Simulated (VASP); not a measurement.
Runs of VASP 6.6.1 on Ta2N. The structure is that of space group P-3m1 (No. 164), or close to it. The cells are those of the table. 

```tsv
potentials or basis	spin	cell	cutoff (eV)	second run	gap on the mesh (eV)	pressure (GPa)	largest force (eV/Å)
VASP PAW PBE potentials, release 64 (Ta_sv_GW, N)	off	a = 3.113, b = 3.113, c = 4.870 Å, angles 90.0, 90.0, 120.0°, 3 atoms	660	valence_matched	none	-5.4	(a)
VASP PAW PBE potentials, release 64 (Ta_pv, N)	off	a = 3.062, b = 3.062, c = 4.935 Å, angles 90.0, 90.0, 120.0°, 3 atoms	520	-	none	1.1	(b)
VASP PAW PBE potentials, release 64 (Ta_sv_GW, N)	off	a = 3.062, b = 3.062, c = 4.935 Å, angles 90.0, 90.0, 120.0°, 3 atoms	660	valence_matched	none	-0.3	0.04
VASP PAW PBE potentials, release 64 (Ta_pv, N)	collinear, ferromagnetic start	a = 3.113, b = 3.113, c = 4.870 Å, angles 90.0, 90.0, 120.0°, 3 atoms	520	-	none	-4.2	0.13
VASP PAW PBE potentials, release 64 (Ta_pv, N)	off	a = 3.113, b = 3.113, c = 4.870 Å, angles 90.0, 90.0, 120.0°, 3 atoms	520	-	none	-4.2	0.13
```

Alike in all rows: task single point; level r2SCAN; k mesh 6 × 6 × 4; smearing gaussian 0.1 eV.

**Question.** Estimate the missing entries.

**Answer.** (a) 0.15; (b) 0.06.

Caveats: all runs use coarse meshes; the PAW data sets were made with another functional, which shifts forces and pressure a little; spin-orbit coupling is left out, which moves the levels of the heavy elements.

A k mesh can miss the band edges, and the runs leave out spin-orbit coupling on Ta.

A gap of «none» marks levels without a gap at the run's occupations.

The runs don't all hold the same shells in valence.
